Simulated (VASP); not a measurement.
# SnO2 (P4_2/mnm) in VASP: notebook, part 2 of 3

VASP 6.6.1.

## 3. Single point, PBE

This run uses another cell than the first one, of 12.09 Å³/atom, 1.019 times its volume.

File INCAR:

```
SYSTEM = SnO2
ALGO = Normal
EDIFF = 1E-7
ENCUT = 520
GGA = PE
ISIF = 2
ISMEAR = -1
LASPH = .TRUE.
LCHARG = .FALSE.
LREAL = .FALSE.
LWAVE = .FALSE.
NBANDS = 35
NELM = 100
PREC = Accurate
SIGMA = 0.02
```

File KPOINTS:

```
k-points
0
G
  6 6 8
  0 0 0
```

File POSCAR:

```
SnO2
1.0
    4.7605761372      0.0000000000      0.0000000000
    0.0000000000      4.7605761372      0.0000000000
    0.0000000000      0.0000000000      3.2000777157
Sn O
2 4
Direct
    0.0000000000      0.0000000000      0.0000000000
    0.5000000000      0.5000000000      0.5000000000
    0.3058781046      0.3058781046      0.0000000000
    0.1941218954      0.8058781046      0.5000000000
    0.8058781046      0.1941218954      0.5000000000
    0.6941218954      0.6941218954      0.0000000000
```

Potentials or basis: VASP PAW PBE potentials, release 64 (Sn_d, O).

Launch:

```bash
$ cat potpaw_PBE.64/Sn_d/POTCAR potpaw_PBE.64/O/POTCAR > POTCAR
$ mpirun -np 1 vasp_std > vasp.out
```

OUTCAR:

```text
SYSTEM = SnO2
   EDIFF = 1E-7
   ENCUT = 520
   GGA = PE
   ISIF = 2
   ISMEAR = -1
   LASPH = .TRUE.
   LREAL = .FALSE.
   NELM = 100
   PREC = Accurate

 ion  position               nearest neighbor table
   1  0.000  0.000  0.000-   3 2.06   6 2.06   5 2.07   4 2.07   4 2.07   5 2.07   2 3.73   2 3.73
                             2 3.73   2 3.73   2 3.73   2 3.73   2 3.73   2 3.73
   2  0.500  0.500  0.500-   4 2.06   5 2.06   3 2.07   6 2.07   3 2.07   6 2.07   1 3.73   1 3.73
                             1 3.73   1 3.73   1 3.73   1 3.73   1 3.73   1 3.73
   3  0.306  0.306  0.000-   1 2.06   2 2.07   2 2.07
   4  0.194  0.806  0.500-   2 2.06   1 2.07   1 2.07
   5  0.806  0.194  0.500-   2 2.06   1 2.07   1 2.07
   6  0.694  0.694  0.000-   1 2.06   2 2.07   2 2.07

  LATTYP: Found a simple tetragonal cell.
 ALAT       =     4.7605761372
 C/A-ratio  =     0.6722038727

  Lattice vectors:

 A1 = (   4.7605761372,   0.0000000000,   0.0000000000)
 A2 = (   0.0000000000,   4.7605761372,   0.0000000000)
 A3 = (   0.0000000000,   0.0000000000,   3.2000777157)

Analysis of symmetry for initial positions (statically):
=====================================================================
 Subroutine PRICEL returns:
 Original cell was already a primitive cell.

 Routine SETGRP: Setting up the symmetry group for a
 simple tetragonal supercell.

 Subroutine GETGRP returns: Found 16 space group operations
 (whereof  8 operations were pure point group operations)
 out of a pool of 16 trial point group operations.

The static configuration has the point symmetry D_2h.
 The point group associated with its full space group is D_4h.

Analysis of symmetry for dynamics (positions and initial velocities):
=====================================================================
 Subroutine PRICEL returns:
 Original cell was already a primitive cell.

 Routine SETGRP: Setting up the symmetry group for a
 simple tetragonal supercell.

 Subroutine GETGRP returns: Found 16 space group operations
 (whereof  8 operations were pure point group operations)
 out of a pool of 16 trial point group operations.

The dynamic configuration has the point symmetry D_2h.
 The point group associated with its full space group is D_4h.

 Subroutine INISYM returns: Found 16 space group operations
 (whereof  8 operations are pure point group operations),
 and found     1 'primitive' translations

----------------------------------------------------------------------------------------

                                     Primitive cell

  volume of cell :      72.5236

  direct lattice vectors                    reciprocal lattice vectors
     4.760576137  0.000000000  0.000000000     0.210058609  0.000000000  0.000000000
     0.000000000  4.760576137  0.000000000     0.000000000  0.210058609  0.000000000
     0.000000000  0.000000000  3.200077716     0.000000000  0.000000000  0.312492411

  length of vectors
     4.760576137  4.760576137  3.200077716     0.210058609  0.210058609  0.312492411

  position of ions in fractional coordinates (direct lattice)
     0.000000000  0.000000000  0.000000000
     0.500000000  0.500000000  0.500000000
     0.305878105  0.305878105  0.000000000
     0.194121895  0.805878105  0.500000000
     0.805878105  0.194121895  0.500000000
     0.694121895  0.694121895  0.000000000
[... 32 lines left out ...]
 ===========================================

 Found     50 irreducible k-points:

 Following reciprocal coordinates:
            Coordinates               Weight
  0.000000  0.000000  0.000000      1.000000
  0.166667  0.000000  0.000000      4.000000
  0.333333  0.000000  0.000000      4.000000
  0.500000  0.000000  0.000000      2.000000
  0.166667  0.166667  0.000000      4.000000
  0.333333  0.166667  0.000000      8.000000
[... 16 lines left out ...]
  0.333333  0.000000  0.250000      8.000000
  0.500000  0.000000  0.250000      4.000000
 [... further k-points ...]
   k-points           NKPTS =     50   k-points in BZ     NKDIM =     50   number of bands    NBANDS=     35
   number of dos      NEDOS =    301   number of ions     NIONS =      6
   total plane-waves  NPLWV =  31104
   dimension x,y,z NGX =    36 NGY =   36 NGZ =   24
   dimension x,y,z NGXF=    72 NGYF=   72 NGZF=   48
   ions per type =               2   4
   NGX,Y,Z   is equivalent  to a cutoff of  12.57, 12.57, 12.47 a.u.
   NGXF,Y,Z  is equivalent  to a cutoff of  25.14, 25.14, 24.94 a.u.
 SYSTEM =  SnO2
   PREC   = accura    normal or accurate (medium, high low for compatibility)
   ISTART =      0    job   : 0-new  1-cont  2-samecut
   ICHARG =      2    charge: 1-file 2-atom 10-const
   ISPIN  =      1    spin polarized calculation?
   LNONCOLLINEAR =      F non collinear calculations
   LSORBIT =      F    spin-orbit coupling
   LASPH  =      T    aspherical Exc in radial PAW
   ENCUT  =  520.0 eV  38.22 Ry    6.18 a.u.   8.85  8.85  5.95*2*pi/ulx,y,z
   NELM   =    100;   NELMIN=  2; NELMDL= -5     # of ELM steps
   EDIFF  = 0.1E-06   stopping-criterion for ELM
   LREAL  =      F    real-space projection
   EDIFFG = 0.1E-05   stopping-criterion for IOM
   NSW    =      0    number of steps for IOM
   IBRION =     -1    ionic relax: 0-MD 1-quasi-New 2-CG
   NFREE  =      0    steps in history (QN), initial steepest desc. (CG)
   ISIF   =      2    stress and relaxation
   ISYM   =      2    0-nonsym 1-usesym 2-fastsym
   POTIM  = 0.5000    time-step for ionic-motion
   TEBEG  =    0.0;   TEEND  =   0.0 temperature during run
   PSTRESS=    0.0 pullay stress
   NELECT =      52.0000    total number of electrons
   NUPDOWN=      -1.0000    fix difference up-down
   EMIN   =  10.00;   EMAX   =-10.00  energy-range for DOS
   EFERMI =   0.00;   METHOD = LEGACY
   ISMEAR =    -1;   SIGMA  =   0.02  broadening in eV -4-tet -1-fermi 0-gaus
   EFERMI_NEDOS =   21; number of points for ismear=-14 and -15
   IALGO  =     38    algorithm
   IMIX   =      4    mixing-type and parameters
     AMIX     =   0.40;   BMIX     =  1.00
     AMIX_MAG =   1.60;   BMIX_MAG =  1.00
  volume/ion in A,a.u.               =      12.09        81.57
  Fermi-wavevector in a.u.,A,eV,Ry     =   1.465265  2.768949 29.211718  2.147001
  Thomas-Fermi vector in A             =   2.581142
   LORBIT       =      0    0 simple, 1 ext, 2 COOP (PROOUT), +10 PAW based schemes
   GGA     = PE    functional components
   LHFCALC =     F    Hartree Fock is set to
   AEXX    =    0.0000 exact exchange contribution
   IVDW    =     0    specifies the selected vdW correction
   LEPSILON=     F    determine dielectric tensor
   LRPA    =     F    only Hartree local field effects (RPA)
 non-spin polarized calculation
  energy-cutoff  :      520.00
  volume of cell :       72.52
 maximum number of plane-waves:      1992
 NGX is ok and might be reduce to    36
   NGX = 17   NGY = 17   NGZ = 11

 number of electron      52.0000002 magnetization

 Free energy of the ion-electron system (eV)
  ---------------------------------------------------
  ext. energy  EPLUGINS =         0.00000000
  ---------------------------------------------------
  free energy    TOTEN  =       -37.22838988 eV

  energy without entropy =      -37.22838988  energy(sigma->0) =      -37.22838988

 E-fermi :   6.3641     XC(G=0): -11.1865

 val. band max:        5.9874182090   @ k =   0.0000   0.0000   0.0000
 cond. band min:       7.0754440293   @ k =   0.0000   0.0000   0.0000
 fundamental gap:      1.0880258203
 Fermi energy:         6.3641030517

 k-point     1 :       0.0000    0.0000    0.0000
  band No.  band energies     occupation
      1     -15.1052      2.00000
      2     -14.3407      2.00000
      3     -14.1027      2.00000
      4     -14.0755      2.00000
      5     -14.0755      2.00000
      6     -14.0091      2.00000
[... 901 lines left out ...]
     34      18.3283      0.00000
     35      18.5302      0.00000

 [... further k-points ...]
[... 5 lines left out ...]
  --------------------------------------------------------------------------------------
  -------------------------------------------------------------------------------------
  Total        3.5024537      3.5024537      4.4038236     -0.0000000      0.0000000      0.0000000
  in kB       77.3754925     77.3754925     97.2883738     -0.0000000      0.0000000      0.0000000
  external PRESSURE =      84.0131196 kB  Pullay stress =       0.0000000 kB

 VOLUME and BASIS-vectors are now :
 -----------------------------------------------------------------------------
  energy-cutoff  :      520.00
  volume of cell :       72.52
      direct lattice vectors                 reciprocal lattice vectors
     4.760576137  0.000000000  0.000000000     0.210058609  0.000000000  0.000000000
     0.000000000  4.760576137  0.000000000     0.000000000  0.210058609  0.000000000
     0.000000000  0.000000000  3.200077716     0.000000000  0.000000000  0.312492411

 POSITION                                       TOTAL-FORCE (eV/Angst)
 -----------------------------------------------------------------------------------
      0.00000      0.00000      0.00000         0.000000     -0.000000      0.000000
      2.38029      2.38029      1.60004         0.000000     -0.000000      0.000000
      1.45616      1.45616      0.00000        -0.033079     -0.033079     -0.000000
      0.92413      3.83644      1.60004         0.033079     -0.033079     -0.000000
      3.83644      0.92413      1.60004        -0.033079      0.033079      0.000000
      3.30442      3.30442      0.00000         0.033079      0.033079      0.000000
 -----------------------------------------------------------------------------------
    total drift:                                0.000000      0.000000     -0.000000

  FREE ENERGIE OF THE ION-ELECTRON SYSTEM (eV)
  ---------------------------------------------------
  free  energy   TOTEN  =       -37.2283898819 eV

  energy  without entropy=      -37.2283898819  energy(sigma->0) =      -37.22838988
```

OSZICAR:

```text
N       E                     dE             d eps       ncg     rms          rms(c)
DAV:   1     0.637406747923E+03    0.63741E+03   -0.25746E+04  3901   0.232E+03
DAV:   2     0.566622436021E+02   -0.58074E+03   -0.54691E+03  3764   0.607E+02
DAV:   3    -0.383728308602E+02   -0.95035E+02   -0.93374E+02  3758   0.207E+02
DAV:   4    -0.433165395901E+02   -0.49437E+01   -0.49041E+01  4443   0.506E+01
DAV:   5    -0.434445950745E+02   -0.12806E+00   -0.12786E+00  4366   0.862E+00    0.160E+01
DAV:   6    -0.371416410193E+02    0.63030E+01   -0.17556E+01  5553   0.640E+01    0.620E+00
DAV:   7    -0.372567529651E+02   -0.11511E+00   -0.20368E+00  4066   0.792E+00    0.322E+00
DAV:   8    -0.372347861907E+02    0.21967E-01   -0.16879E-01  5151   0.414E+00    0.748E-01
DAV:   9    -0.372276028394E+02    0.71834E-02   -0.34973E-02  5783   0.298E+00    0.131E-01
DAV:  10    -0.372282768464E+02   -0.67401E-03   -0.38362E-03  4427   0.483E-01    0.536E-02
DAV:  11    -0.372283915544E+02   -0.11471E-03   -0.19113E-04  4617   0.101E-01    0.147E-02
DAV:  12    -0.372283915504E+02    0.40345E-08   -0.11129E-05  4787   0.240E-02    0.882E-03
DAV:  13    -0.372283898957E+02    0.16547E-05   -0.46924E-06  4932   0.372E-02    0.156E-03
DAV:  14    -0.372283898819E+02    0.13789E-07   -0.59133E-07  4094   0.565E-03
   1 F= -.37228390E+02 E0= -.37228390E+02  d E =-.184039E-10
```

stdout:

```text
POSCAR found type information on POSCAR SnO
 POSCAR found :  2 types and       6 ions
 scaLAPACK will be used
 LDA part: xc-table for (Slater+PW92), standard interpolation
 POSCAR, INCAR and KPOINTS ok, starting setup
 FFT: planning ... GRIDC
 FFT: planning ... GRID_SOFT
 FFT: planning ... GRID
 WAVECAR not read
 entering main loop
```

Wall time 41 s (1 thread of Intel Xeon 6975P-C (Granite Rapids), shared host); peak memory 0.23 GiB.

Results:

* Free energy: -37.2284 eV
* Pressure: 8.4 GPa
* Largest force: 0.047 eV/Å
* Band gap on the k mesh: 1.09 eV, direct

Forces in eV/Å, atoms in the order of the input:
```
Sn   0.000  0.000  0.000
Sn   0.000  0.000  0.000
O   -0.033 -0.033  0.000
O    0.033 -0.033  0.000
O   -0.033  0.033  0.000
O    0.033  0.033  0.000
```

Caveat: spin-orbit coupling is left out, which moves the levels of the heavy elements. A hybrid or GW would open this gap; PBE tends to underestimate it.

## 4. Single point, LDA

This run uses another cell than the first one, of 12.09 Å³/atom, 1.019 times its volume.

File INCAR:

```
SYSTEM = SnO2
ALGO = Normal
EDIFF = 1E-6
ENCUT = 520
GGA = CA
ISIF = 2
ISMEAR = 0
LASPH = .True.
LCHARG = .True.
LELF = .True.
LREAL = .False.
LVHAR = .True.
LWAVE = .False.
NBANDS = 35
NELM = 80
PREC = Accurate
SIGMA = 0.01
```

File KPOINTS:

```
k-points
0
Gamma
  6 6 8
  0 0 0
```

POSCAR is that of step 3.

Potentials or basis: VASP PAW LDA potentials, release 64 (Sn_d, O).

Launch:

```bash
$ cat potpaw_LDA.64/Sn_d/POTCAR potpaw_LDA.64/O/POTCAR > POTCAR
$ mpirun -np 1 vasp_std > vasp.out
```

OUTCAR:

```text
SYSTEM = SnO2
   EDIFF = 1E-6
   ENCUT = 520
   GGA = CA
   ISIF = 2
   ISMEAR = 0
   LASPH = .True.
   LREAL = .False.
   NELM = 80
   PREC = Accurate

 ion  position               nearest neighbor table
   1  0.000  0.000  0.000-   3 2.06   6 2.06   5 2.07   4 2.07   4 2.07   5 2.07   2 3.73   2 3.73
                             2 3.73   2 3.73   2 3.73   2 3.73   2 3.73   2 3.73
   2  0.500  0.500  0.500-   4 2.06   5 2.06   3 2.07   6 2.07   3 2.07   6 2.07   1 3.73   1 3.73
                             1 3.73   1 3.73   1 3.73   1 3.73   1 3.73   1 3.73
   3  0.306  0.306  0.000-   1 2.06   2 2.07   2 2.07
   4  0.194  0.806  0.500-   2 2.06   1 2.07   1 2.07
   5  0.806  0.194  0.500-   2 2.06   1 2.07   1 2.07
   6  0.694  0.694  0.000-   1 2.06   2 2.07   2 2.07

  LATTYP: Found a simple tetragonal cell.
 ALAT       =     4.7605761372
 C/A-ratio  =     0.6722038727

  Lattice vectors:

 A1 = (   4.7605761372,   0.0000000000,   0.0000000000)
 A2 = (   0.0000000000,   4.7605761372,   0.0000000000)
 A3 = (   0.0000000000,   0.0000000000,   3.2000777157)

Analysis of symmetry for initial positions (statically):
=====================================================================
 Subroutine PRICEL returns:
 Original cell was already a primitive cell.

[... 179 lines left out ...]

 E-fermi :   5.8280     XC(G=0): -11.7292

 val. band max:        5.7076844459   @ k =   0.0000   0.0000   0.0000
 cond. band min:       6.6919394842   @ k =   0.0000   0.0000   0.0000
 fundamental gap:      0.9842550383
 Fermi energy:         5.8280166663

 k-point     1 :       0.0000    0.0000    0.0000
  band No.  band energies     occupation
      1     -15.2830      2.00000
      2     -14.5505      2.00000
      3     -14.2993      2.00000
      4     -14.2787      2.00000
      5     -14.2787      2.00000
      6     -14.1961      2.00000
[... 901 lines left out ...]
     34      17.7370      0.00000
     35      17.9211      0.00000

 [... further k-points ...]
[... 5 lines left out ...]
  --------------------------------------------------------------------------------------
  -------------------------------------------------------------------------------------
  Total       -1.3278036     -1.3278036     -1.1478554      0.0000000      0.0000000      0.0000000
  in kB      -29.3335654    -29.3335654    -25.3581877      0.0000000      0.0000000      0.0000000
  external PRESSURE =     -28.0084395 kB  Pullay stress =       0.0000000 kB

 VOLUME and BASIS-vectors are now :
 -----------------------------------------------------------------------------
  energy-cutoff  :      520.00
  volume of cell :       72.52
      direct lattice vectors                 reciprocal lattice vectors
     4.760576137  0.000000000  0.000000000     0.210058609  0.000000000  0.000000000
     0.000000000  4.760576137  0.000000000     0.000000000  0.210058609  0.000000000
     0.000000000  0.000000000  3.200077716     0.000000000  0.000000000  0.312492411

 POSITION                                       TOTAL-FORCE (eV/Angst)
 -----------------------------------------------------------------------------------
      0.00000      0.00000      0.00000        -0.000000      0.000000     -0.000000
      2.38029      2.38029      1.60004        -0.000000      0.000000     -0.000000
      1.45616      1.45616      0.00000         0.038964      0.038964      0.000000
      0.92413      3.83644      1.60004        -0.038964      0.038964      0.000000
      3.83644      0.92413      1.60004         0.038964     -0.038964     -0.000000
      3.30442      3.30442      0.00000        -0.038964     -0.038964     -0.000000
 -----------------------------------------------------------------------------------
    total drift:                                0.000000      0.000000     -0.000000

  FREE ENERGIE OF THE ION-ELECTRON SYSTEM (eV)
  ---------------------------------------------------
  free  energy   TOTEN  =       -42.2734592726 eV

  energy  without entropy=      -42.2734592726  energy(sigma->0) =      -42.27345927
```

Wall time 38 s (1 thread of Intel Xeon 6975P-C (Granite Rapids), shared host); peak memory 0.21 GiB.

What came out:

```yaml
Free_energy: -42.2735 eV
Pressure: -2.8 GPa
Largest_force: 0.055 eV/Å
Band_gap_on_the_k_mesh: 0.98 eV, direct
```

Forces on the atoms (eV/Å):
```
Sn   0.000  0.000  0.000
Sn   0.000  0.000  0.000
O    0.039  0.039  0.000
O   -0.039  0.039  0.000
O    0.039 -0.039  0.000
O   -0.039 -0.039  0.000
```

Stress tensor (GPa, compression positive):
```
-2.93  0.00  0.00
 0.00 -2.93  0.00
 0.00  0.00 -2.54
```

Caveat: spin-orbit coupling is left out, which moves the levels of the heavy elements.

(Continued in part 3 of 3.)
